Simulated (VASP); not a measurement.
# Te (R-3m) in VASP: notebook

Runs on Te. Level: PBE. Tasks: single point.

Everything below comes from runs of VASP 6.6.1. Logs are shortened: lines on timing, memory, paths and dates and some standing lists are left out, and cuts for length are marked.

## Step 1: The cell of the first run

It takes space group R-3m (No. 166, trigonal). The conventional cell has a = 4.632 Å, b = 4.632 Å, c = 5.282 Å, α = 90.00°, β = 90.00°, γ = 120.00°. Within 4.2 Å of Te (site symmetry -3m) lie 6 Te at 3.20 Å.

## Step 2: Single point, PBE (32.71 Å³/atom)

INCAR

```
PREC     = Accurate       # precision mode
ENCUT    = 520            # plane-wave cutoff, eV
EDIFF    = 1E-6           # SCF threshold, eV
ISMEAR   = 0              # smearing method
SIGMA    = 0.15           # smearing width, eV
LREAL    = F              # projectors in reciprocal space
LASPH    = T              # aspherical terms in the spheres
NELM     = 80             # most SCF steps
ALGO     = Normal         # electronic algorithm
ISIF     = 2              # what is computed and relaxed
LWAVE    = F              # write WAVECAR
LCHARG   = F              # write CHGCAR
GGA      = PE             # functional
NBANDS   = 9              # bands
```

KPOINTS

```
Automatic mesh
0
Gamma
  15 15 15
```

POSCAR

```
Te
1.0
    2.3157575282      1.3370032323      1.7605932568
   -2.3157575282      1.3370032323      1.7605932568
    0.0000000000     -2.6740064645      1.7605932568
Te
1
Direct
    0.5000000000      0.5000000000      0.5000000000
```

Potentials or basis: VASP PAW PBE potentials, release 64 (Te).

Command:

```sh
$ cat potpaw_PBE.64/Te/POTCAR > POTCAR
$ mpirun -np 1 vasp_std > vasp.out
```

OUTCAR:

```text
PREC = Accurate
   ENCUT = 520
   EDIFF = 1E-6
   ISMEAR = 0
   LREAL = F
   LASPH = T
   NELM = 80
   ISIF = 2
   GGA = PE

 ion  position               nearest neighbor table
   1  0.500  0.500  0.500-

  LATTYP: Found a trigonal (rhomboedric) cell.
 ALAT       =     3.2015619920
 COS(alpha) =    -0.0463869959

  Lattice vectors:

 A1 = (   2.3157575282,   1.3370032323,   1.7605932568)
 A2 = (  -2.3157575282,   1.3370032323,   1.7605932568)
 A3 = (   0.0000000000,  -2.6740064645,   1.7605932568)

Analysis of symmetry for initial positions (statically):
=====================================================================
 Subroutine PRICEL returns:
 Original cell was already a primitive cell.

 Routine SETGRP: Setting up the symmetry group for a
 trigonal (rhombohedral) supercell.

 Subroutine GETGRP returns: Found 12 space group operations
 (whereof 12 operations were pure point group operations)
 out of a pool of 12 trial point group operations.

The static configuration has the point symmetry D_3d.

Analysis of symmetry for dynamics (positions and initial velocities):
=====================================================================
 Subroutine PRICEL returns:
 Original cell was already a primitive cell.

 Routine SETGRP: Setting up the symmetry group for a
 trigonal (rhombohedral) supercell.

 Subroutine GETGRP returns: Found 12 space group operations
 (whereof 12 operations were pure point group operations)
 out of a pool of 12 trial point group operations.

The dynamic configuration has the point symmetry D_3d.

 Subroutine INISYM returns: Found 12 space group operations
 (whereof 12 operations are pure point group operations),
 and found     1 'primitive' translations

----------------------------------------------------------------------------------------

                                     Primitive cell

  volume of cell :      32.7066

  direct lattice vectors                    reciprocal lattice vectors
     2.315757528  1.337003232  1.760593257     0.215912069  0.124656891  0.189330120
    -2.315757528  1.337003232  1.760593257    -0.215912069  0.124656891  0.189330120
     0.000000000 -2.674006465  1.760593257     0.000000000 -0.249313783  0.189330120

  length of vectors
     3.201561992  3.201561992  3.201561992     0.313054718  0.313054718  0.313054718

  position of ions in fractional coordinates (direct lattice)
     0.500000000  0.500000000  0.500000000

  ion indices of the primitive-cell ions
   primitive index   ion index
                 1           1

----------------------------------------------------------------------------------------

 KPOINTS: Automatic mesh

Automatic generation of k-mesh.
 Grid dimensions read from file:
 generate k-points for:   15   15   15

 Generating k-lattice:

  Cartesian coordinates                     Fractional coordinates (reciprocal lattice)
     0.014394138  0.008310459  0.012622008     0.066666667 -0.000000000 -0.000000000
    -0.014394138  0.008310459  0.012622008    -0.000000000  0.066666667 -0.000000000
     0.000000000 -0.016620919  0.012622008     0.000000000  0.000000000  0.066666667

  Length of vectors
     0.020870315  0.020870315  0.020870315

  Shift w.r.t. Gamma in fractional coordinates (k-lattice)
     0.000000000  0.000000000  0.000000000

 Subroutine IBZKPT returns following result:
 ===========================================

 Found    344 irreducible k-points:

 Following reciprocal coordinates:
            Coordinates               Weight
  0.000000  0.000000  0.000000      1.000000
  0.066667 -0.000000  0.000000      6.000000
  0.133333  0.000000 -0.000000      6.000000
  0.200000  0.000000  0.000000      6.000000
  0.266667  0.000000 -0.000000      6.000000
  0.333333  0.000000  0.000000      6.000000
[... 16 lines left out ...]
  0.133333  0.133333 -0.000000      6.000000
  0.200000  0.133333  0.000000     12.000000
 [... further k-points ...]
   k-points           NKPTS =    344   k-points in BZ     NKDIM =    344   number of bands    NBANDS=      9
   number of dos      NEDOS =    301   number of ions     NIONS =      1
   total plane-waves  NPLWV =  13824
   dimension x,y,z NGX =    24 NGY =   24 NGZ =   24
   dimension x,y,z NGXF=    48 NGYF=   48 NGZF=   48
   ions per type =               1
   NGX,Y,Z   is equivalent  to a cutoff of  12.46, 12.46, 12.46 a.u.
   NGXF,Y,Z  is equivalent  to a cutoff of  24.92, 24.92, 24.92 a.u.
 SYSTEM =  unknown system
   PREC   = accura    normal or accurate (medium, high low for compatibility)
   ISTART =      0    job   : 0-new  1-cont  2-samecut
   ICHARG =      2    charge: 1-file 2-atom 10-const
   ISPIN  =      1    spin polarized calculation?
   LNONCOLLINEAR =      F non collinear calculations
   LSORBIT =      F    spin-orbit coupling
   LASPH  =      T    aspherical Exc in radial PAW
   ENCUT  =  520.0 eV  38.22 Ry    6.18 a.u.   5.95  5.95  5.95*2*pi/ulx,y,z
   NELM   =     80;   NELMIN=  2; NELMDL= -5     # of ELM steps
   EDIFF  = 0.1E-05   stopping-criterion for ELM
   LREAL  =      F    real-space projection
   EDIFFG = 0.1E-04   stopping-criterion for IOM
   NSW    =      0    number of steps for IOM
   IBRION =     -1    ionic relax: 0-MD 1-quasi-New 2-CG
   NFREE  =      0    steps in history (QN), initial steepest desc. (CG)
   ISIF   =      2    stress and relaxation
   ISYM   =      2    0-nonsym 1-usesym 2-fastsym
   POTIM  = 0.5000    time-step for ionic-motion
   TEBEG  =    0.0;   TEEND  =   0.0 temperature during run
   PSTRESS=    0.0 pullay stress
   NELECT =       6.0000    total number of electrons
   NUPDOWN=      -1.0000    fix difference up-down
   EMIN   =  10.00;   EMAX   =-10.00  energy-range for DOS
   EFERMI =   0.00;   METHOD = LEGACY
   ISMEAR =     0;   SIGMA  =   0.15  broadening in eV -4-tet -1-fermi 0-gaus
   EFERMI_NEDOS =   21; number of points for ismear=-14 and -15
   IALGO  =     38    algorithm
   IMIX   =      4    mixing-type and parameters
     AMIX     =   0.40;   BMIX     =  1.00
     AMIX_MAG =   1.60;   BMIX_MAG =  1.00
  volume/ion in A,a.u.               =      32.71       220.72
  Fermi-wavevector in a.u.,A,eV,Ry     =   0.930208  1.757838 11.772938  0.865287
  Thomas-Fermi vector in A             =   2.056572
   LORBIT       =      0    0 simple, 1 ext, 2 COOP (PROOUT), +10 PAW based schemes
   GGA     = PE    functional components
   LHFCALC =     F    Hartree Fock is set to
   AEXX    =    0.0000 exact exchange contribution
   IVDW    =     0    specifies the selected vdW correction
   LEPSILON=     F    determine dielectric tensor
   LRPA    =     F    only Hartree local field effects (RPA)
 non-spin polarized calculation
 Gauss-broadening in eV      SIGMA  =   0.15
  energy-cutoff  :      520.00
  volume of cell :       32.71
 maximum number of plane-waves:       899
   NGX = 11   NGY = 11   NGZ = 11

 number of electron       6.0000001 magnetization

 Free energy of the ion-electron system (eV)
  ---------------------------------------------------
  ext. energy  EPLUGINS =         0.00000000
  ---------------------------------------------------
  free energy    TOTEN  =        -3.10680434 eV

  energy without entropy =       -3.10124039  energy(sigma->0) =       -3.10402236

 E-fermi :   6.4028     XC(G=0):  -9.2860

 val. band max:        6.4022284362   @ k =  -0.1333   0.1333   0.1333
 cond. band min:       6.4104636444   @ k =   0.2667   0.1333   0.1333
 fundamental gap:      0.0082352083
 Fermi energy:         6.4028443732

 k-point     1 :       0.0000    0.0000    0.0000
  band No.  band energies     occupation
      1      -7.1628      2.00000
      2       7.4257      0.00000
      3       7.7369      0.00000
      4       7.7369      0.00000
      5      12.5095      0.00000
      6      12.5095      0.00000
      7      12.9350      0.00000
      8      23.5358      0.00000
      9      23.5850      0.00000

 k-point     2 :       0.0667   -0.0000    0.0000
  band No.  band energies     occupation
      1      -7.1106      2.00000
      2       6.9853      0.00000
      3       7.6060      0.00000
      4       7.7822      0.00000
      5      12.5588      0.00000
      6      12.7882      0.00000
      7      13.4355      0.00000
      8      22.2264      0.00000
      9      22.3234      0.00000

 k-point     3 :       0.1333    0.0000   -0.0000
  band No.  band energies     occupation
      1      -6.9565      2.00000
      2       5.7285      2.00000
      3       7.7130      0.00000
      4       7.9142      0.00000
      5      12.7049      0.00000
      6      13.0079      0.00000
      7      14.9750      0.00000
      8      20.9094      0.00000
      9      21.0142      0.00000

 k-point     4 :       0.2000    0.0000    0.0000
  band No.  band energies     occupation
      1      -6.7093      2.00000
      2       4.3369      2.00000
      3       7.9141      0.00000
      4       8.1204      0.00000
      5      12.9410      0.00000
      6      13.3046      0.00000
      7      16.7999      0.00000
      8      19.7396      0.00000
      9      19.8188      0.00000
[... 205 lines left out ...]
 k-point    22 :      -0.0667    0.0667    0.0000
  band No.  band energies     occupation
      1      -7.0621      2.00000
      2       6.9758      0.00000
      3       7.2089      0.00000
      4       7.7471      0.00000
      5      12.7045      0.00000
      6      13.2355      0.00000
      7      13.5473      0.00000
      8      20.9164      0.00000
      9      22.2313      0.00000

 k-point    23 :       0.1333    0.1333   -0.0000
  band No.  band energies     occupation
      1      -6.7361      2.00000
      2       5.7882      2.00000
      3       5.8634      2.00000
      4       7.9969      0.00000
      5      13.0853      0.00000
      6      15.2046      0.00000
      7      15.3386      0.00000
      8      19.9239      0.00000
      9      21.0851      0.00000

 k-point    24 :       0.2000    0.1333    0.0000
  band No.  band energies     occupation
      1      -6.4829      2.00000
      2       4.4379      2.00000
      3       6.0124      1.99977
      4       8.2018      0.00000
      5      13.3563      0.00000
      6      15.4756      0.00000
      7      16.9437      0.00000
      8      18.8356      0.00000
      9      19.9926      0.00000

 [... further k-points ...]

------------------------ aborting loop because EDIFF is reached ----------------------------------------

  FORCE on cell =-STRESS in cart. coord.  units (eV):
  Direction    XX          YY          ZZ          XY          YZ          ZX
  --------------------------------------------------------------------------------------
  -------------------------------------------------------------------------------------
  Total       -0.0687121     -0.0687121      0.0211161      0.0000000      0.0000000      0.0000000
  in kB       -3.3659513     -3.3659513      1.0343993      0.0000000      0.0000000      0.0000000
  external PRESSURE =      -1.8991678 kB  Pullay stress =       0.0000000 kB

 VOLUME and BASIS-vectors are now :
 -----------------------------------------------------------------------------
  energy-cutoff  :      520.00
  volume of cell :       32.71
      direct lattice vectors                 reciprocal lattice vectors
     2.315757528  1.337003232  1.760593257     0.215912069  0.124656891  0.189330120
    -2.315757528  1.337003232  1.760593257    -0.215912069  0.124656891  0.189330120
     0.000000000 -2.674006465  1.760593257     0.000000000 -0.249313783  0.189330120

 POSITION                                       TOTAL-FORCE (eV/Angst)
 -----------------------------------------------------------------------------------
      0.00000      0.00000      2.64089         0.000000     -0.000000     -0.000000
 -----------------------------------------------------------------------------------
    total drift:                                0.000000      0.000000     -0.000000

  FREE ENERGIE OF THE ION-ELECTRON SYSTEM (eV)
  ---------------------------------------------------
  free  energy   TOTEN  =        -3.1068043370 eV

  energy  without entropy=       -3.1012403905  energy(sigma->0) =       -3.10402236
```

It took 52 s on 1 thread of Intel Xeon 8259CL, shared host; peak memory 0.21 GiB.

What came out:

```
Free energy            : -3.1068 eV
Pressure               : -0.2 GPa
Band gap on the k mesh : zero (bands 3 and 4 overlap by 4.92 eV)
```

Caveat: spin-orbit coupling is left out, which moves the levels of the heavy elements.

## Step 3: Single point, PBE (33.58 Å³/atom)

This run uses another cell than the first one, of 33.58 Å³/atom.

INCAR

```
ALGO = Normal
EDIFF = 1E-6
ENCUT = 520
GGA = PE
ISIF = 2
ISMEAR = 0
LASPH = True
LCHARG = True
LELF = True
LREAL = False
LVHAR = True
LWAVE = False
NBANDS = 9
NELM = 80
PREC = Accurate
SIGMA = 0.15
```

KPOINTS

```
k-points
0
Gamma
  15 15 15
```

POSCAR

```
Te
1.0
    2.2344135650      1.2900392733      1.9415564271
   -2.2344135650      1.2900392733      1.9415564271
    0.0000000000     -2.5800785465      1.9415564271
Te
1
Direct
    0.5000000000      0.5000000000      0.5000000000
```

Potentials or basis: VASP PAW PBE potentials, release 64 (Te).

Command:

```sh
$ cat potpaw_PBE.64/Te/POTCAR > POTCAR
$ mpirun -np 1 vasp_std > vasp.out
```

It took 60 s on 1 thread of Intel Xeon 8259CL, shared host; peak memory 0.21 GiB.

It converged, with:

```
Free energy            : -3.1029 eV
Pressure               : -1.4 GPa
Band gap on the k mesh : zero (bands 3 and 4 overlap by 4.97 eV)
```

Stress tensor (GPa, compression positive):
```
-1.19  0.00  0.00
 0.00 -1.19  0.00
 0.00  0.00 -1.78
```

Levels at points of the mesh, in eV from the Fermi level:
| k point | band 1 | band 2 | band 3 | band 4 | band 5 | band 6 | band 7 | band 8 |
| --- | --- | --- | --- | --- | --- | --- | --- | --- |
| (0.00, 0.00, 0.00) | -13.37 | 1.11 | 1.11 | 1.37 | 6.13 | 6.13 | 6.43 | 16.99 |

Caveat: spin-orbit coupling is left out, which moves the levels of the heavy elements.

## Step 4: Single point, PBE (33.58 Å³/atom)

This run uses another cell than the first one, of 33.58 Å³/atom.

INCAR

```
PREC = Accurate
ENCUT = 520
EDIFF = 1E-7
ISMEAR = 0
SIGMA = 0.15
LREAL = F
LASPH = T
NELM = 60
ALGO = Normal
ISIF = 2
LWAVE = F
LCHARG = F
GGA = PE
NBANDS = 9
```

KPOINTS

```
regular mesh
0
Gamma
  15 15 15
```

POSCAR

```
Te
1.0
    2.3570892014      1.3608660850      1.7447174269
   -2.3570892014      1.3608660850      1.7447174269
    0.0000000000     -2.7217321699      1.7447174269
Te
1
Direct
    0.5000000000      0.5000000000      0.5000000000
```

Command:

```sh
$ cat potpaw_PBE.64/Te/POTCAR > POTCAR
$ mpirun -np 1 vasp_std > vasp.out
```

Run time: 70 s. Hardware: 1 thread of Intel Xeon 8259CL, shared host; peak memory 0.21 GiB.

The run converged. Its results:

* Free energy: -3.0996 eV
* Pressure: -1.6 GPa
* Band gap on the k mesh: zero (bands 3 and 4 overlap by 4.54 eV)

Stress tensor (GPa, compression positive):
```
-1.84  0.00  0.00
 0.00 -1.84  0.00
 0.00  0.00 -0.98
```

Levels at points of the mesh, in eV from the Fermi level:
| k point | band 1 | band 2 | band 3 | band 4 | band 5 | band 6 | band 7 |
| --- | --- | --- | --- | --- | --- | --- | --- |
| (0.00, 0.00, 0.00) | -13.35 | 0.95 | 1.36 | 1.36 | 6.18 | 6.18 | 6.45 |

Caveat: spin-orbit coupling is left out, which moves the levels of the heavy elements.

## Step 5: Single point, PBE (34.45 Å³/atom)

This run uses another cell than the first one, of 34.45 Å³/atom.

INCAR

```
SYSTEM = Te
PREC = Accurate ; ENCUT = 520
EDIFF = 1E-6 ; ISMEAR = 0
SIGMA = 0.15 ; LREAL = .FALSE.
LASPH = .TRUE. ; NELM = 60
ALGO = Normal ; ISIF = 2
LWAVE = .FALSE. ; LCHARG = .TRUE.
GGA = PE ; LELF = .TRUE.
LVHAR = .TRUE. ; NBANDS = 9
```

KPOINTS

```
Automatic mesh
0
G
  15 15 15
  0 0 0
```

POSCAR

```
Te
1.0
    2.2535900543      1.3011108245      1.9582195178
   -2.2535900543      1.3011108245      1.9582195178
    0.0000000000     -2.6022216489      1.9582195178
Te
1
Direct
    0.5000000000      0.5000000000      0.5000000000
```

Command:

```sh
$ cat potpaw_PBE.64/Te/POTCAR > POTCAR
$ mpirun -np 1 vasp_std > vasp.out
```

Run time: 73 s. Hardware: 1 thread of Intel Xeon 8259CL, shared host; peak memory 0.22 GiB.

It converged, with:

```
Free energy            : -3.0924 eV
Pressure               : -2.4 GPa
Band gap on the k mesh : zero (bands 3 and 4 overlap by 4.80 eV)
```

Stress tensor (GPa, compression positive):
```
-2.20  0.00  0.00
 0.00 -2.20  0.00
 0.00  0.00 -2.92
```

Levels at points of the mesh, in eV from the Fermi level:
| k point | band 1 | band 2 | band 3 | band 4 | band 5 | band 6 | band 7 | band 8 |
| --- | --- | --- | --- | --- | --- | --- | --- | --- |
| (0.00, 0.00, 0.00) | -13.18 | 1.08 | 1.08 | 1.34 | 6.16 | 6.16 | 6.33 | 16.82 |

Caveat: spin-orbit coupling is left out, which moves the levels of the heavy elements.

## Step 6: Single point, PBE (34.45 Å³/atom)

This run uses another cell than the first one, of 34.45 Å³/atom.

INCAR

```
SYSTEM = Te
PREC     = Accurate       ! precision mode
ENCUT    = 520            ! plane-wave cutoff, eV
EDIFF    = 1E-6           ! SCF threshold, eV
ISMEAR   = 0              ! smearing method
SIGMA    = 0.15           ! smearing width, eV
LREAL    = .FALSE.        ! projectors in reciprocal space
LASPH    = .TRUE.         ! aspherical terms in the spheres
NELM     = 80             ! most SCF steps
ALGO     = Normal         ! electronic algorithm
ISIF     = 2              ! what is computed and relaxed
LWAVE    = .FALSE.        ! write WAVECAR
LCHARG   = .FALSE.        ! write CHGCAR
GGA      = PE             ! functional
NBANDS   = 9              ! bands
```

KPOINTS is that of step 5.

POSCAR

```
Te
1.0
    2.3773185343      1.3725454957      1.7596911791
   -2.3773185343      1.3725454957      1.7596911791
    0.0000000000     -2.7450909914      1.7596911791
Te
1
Direct
    0.5000000000      0.5000000000      0.5000000000
```

Potentials or basis: VASP PAW PBE potentials, release 64 (Te).

Command:

```sh
$ cat potpaw_PBE.64/Te/POTCAR > POTCAR
$ mpirun -np 1 vasp_std > vasp.out
```

Wall time 75 s (1 thread of Intel Xeon 8259CL, shared host); peak memory 0.22 GiB.

Results (log left out):

* Free energy: -3.0883 eV
* Pressure: -2.6 GPa
* Band gap on the k mesh: zero (bands 3 and 4 overlap by 4.39 eV)

Stress tensor (GPa, compression positive):
```
-2.94  0.00  0.00
 0.00 -2.94  0.00
 0.00  0.00 -1.90
```

Levels at points of the mesh, in eV from the Fermi level:
```
           k point  band 1  band 2  band 3  band 4  band 5  band 6  band 7
(0.00, 0.00, 0.00)  -13.16    0.92    1.33    1.33    6.21    6.21    6.35
```

Caveat: spin-orbit coupling is left out, which moves the levels of the heavy elements.

## Step 7: The runs side by side

| cell | gap on the mesh (eV) | pressure (GPa) |
| --- | --- | --- |
| a = 3.202 Å, angles 92.7°, 1 atom | none | -0.2 |
| a = 3.229 Å, angles 87.6°, 1 atom | none | -1.4 |
| a = 3.233 Å, angles 93.6°, 1 atom | none | -1.6 |
| a = 3.257 Å, angles 87.6°, 1 atom | none | -2.4 |
| a = 3.261 Å, angles 93.6°, 1 atom | none | -2.6 |

Alike in all rows: task single point; level PBE; potentials or basis VASP PAW PBE potentials, release 64 (Te); no spin polarisation; k mesh 15 × 15 × 15; cutoff (eV) 520; smearing gaussian 0.15 eV.

Caveats: spin-orbit coupling is left out, which moves the levels of the heavy elements.

Total energies depend on the potentials used, so only differences within one code and one set of settings carry meaning.

The gap in the log of VASP goes by the Fermi energy; the results here count the filled bands.